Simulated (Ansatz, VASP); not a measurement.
# Two plane-wave programs on Ba2Be

```
Ba Be
1.0
     4.12006    0.00000    0.00000
     0.00000    4.12006    0.00000
     0.00000    0.00000    8.22680
Ba Be
4 2
Direct
  0.00000 0.00000 0.00000
  0.50000 0.50000 0.00000
  0.00000 0.50000 0.63600
  0.50000 0.00000 0.36400
  0.00000 0.50000 0.27300
  0.50000 0.00000 0.72700
```

Change from the starting cell: species swapped into the NdS2 type (P4/nmm, No. 129).

Alike in both runs: task single point; functional PBE; k mesh 4 × 4 × 2; occupations gaussian, width 0.1 eV; no spin polarisation.

|  | VASP | Ansatz |
| --- | --- | --- |
| version | VASP 6.6.1 | Ansatz 0.2.0 |
| potentials or method | VASP PAW PBE potentials, release 64 (Ba_sv, Be), cutoff 520 eV | scalar-relativistic, plane waves, PAW |
| valence electrons in the cell | 44 | 44 |

Ansatz gave:

* gap on the k mesh at the Fermi level (eV): none
* pressure (GPa): 19.7
* traceless stress, the component that is largest in VASP (GPa): -6.81
* rms of the force components (eV/Å): 0.268

Task: Which values does VASP return?

Result: gap on the k mesh at the Fermi level (eV): none; pressure (GPa): 22.6; traceless stress, the component that is largest in VASP (GPa): -7.74; rms of the force components (eV/Å): 0.286.

Atom by atom the forces differ by 0.038 eV/Å (rms over components). A gap of «none» marks a metal or a gap that the smearing closes. With one functional, cell and mesh, what is left measures potentials, basis and numerics.

The k mesh is coarse, so the values compare programs but aren't converged. Neither program's run includes spin-orbit coupling.
